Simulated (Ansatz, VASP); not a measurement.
# Two plane-wave programs on Ga

The input INCAR:

```
SYSTEM = Ga
ALGO = Normal ; EDIFF = 1E-6
ENCUT = 500 ; GGA = PE
GGA_COMPAT = .FALSE. ; ISIF = 2
ISMEAR = 0 ; LASPH = .TRUE.
LCHARG = .TRUE. ; LELF = .TRUE.
LREAL = .FALSE. ; LVHAR = .TRUE.
LWAVE = .FALSE. ; NBANDS = 12
NELM = 120 ; PREC = Accurate
SIGMA = 0.05
```

The input KPOINTS:

```
k-points
0
G
  16 16 16
  0 0 0
```

Contents of POSCAR:

```
Ga
1.0
    0.0000000000      2.1153506924      2.1153506924
    2.1153506924      0.0000000000      2.1153506924
    2.1153506924      2.1153506924      0.0000000000
Ga
1
Direct
    0.0000000000      0.0000000000      0.0000000000
```

Input for Ansatz:

```yaml
crystal:
  lattice:
    - [0.0, 2.1153506924, 2.1153506924]
    - [2.1153506924, 0.0, 2.1153506924]
    - [2.1153506924, 2.1153506924, 0.0]
  atoms:
    - { symbol: Ga, position: [0.0, 0.0, 0.0] }
basis:
  ecutwfc: 600
  ecutrho_ratio: 5
kpoints:
  mp_grid: { grid: [16, 16, 16] }
hamiltonian:
  xc: pbe
scf:
  occupations: { method: gaussian, width: 0.05 }
output:
  forces: true
  stress: true
  eigenvalues: true
```

Alike in both runs: task single point; functional PBE; k mesh 16 × 16 × 16; occupations gaussian, width 0.05 eV; no spin polarisation.

|  | VASP | Ansatz |
| --- | --- | --- |
| version | VASP 6.6.1 | Ansatz 0.2.0 |
| potentials or method | VASP PAW PBE potentials, release 64 (Ga_d), cutoff 500 eV | scalar-relativistic, plane waves, PAW |
| valence electrons in the cell | 13 | 13 |

|  | VASP | Ansatz | Ansatz less VASP |
| --- | --- | --- | --- |
| gap on the k mesh at the Fermi level (eV) | none | none | - |
| pressure (GPa) | 0.1 | 0.0 | -0.03 |

A gap of «none» marks a metal or a gap that the smearing closes.
